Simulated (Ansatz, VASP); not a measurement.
# ZrC: VASP beside Ansatz

```
Zr C
1.0
     3.27292    0.00000    0.00000
    -1.63646    2.83443    0.00000
     0.00000    0.00000    2.93105
Zr C
1 1
Direct
  0.00000 0.00000 0.00000
  0.66667 0.33333 0.50000
```

Alike in both runs: task single point; functional PBEsol; k mesh 12 × 12 × 12; occupations gaussian, width 0.05 eV; no spin polarisation.

|  | VASP | Ansatz |
| --- | --- | --- |
| version | VASP 6.6.1 | Ansatz 0.2.0 |
| potentials or method | VASP PAW PBE potentials, release 64 (Zr_sv, C), cutoff 520 eV | scalar-relativistic, plane waves, PAW |
| valence electrons in the cell | 16 | 16 |

```csv
,VASP,Ansatz,Ansatz less VASP
pressure (GPa),-4.7,-5.0,-0.29
"traceless stress, the component that is largest in VASP (GPa)",0.65,0.61,-0.044
```

VASP's potentials were made for PBE, not for PBEsol. The functional is the same, so the differences come from potentials, cutoffs and numerics.
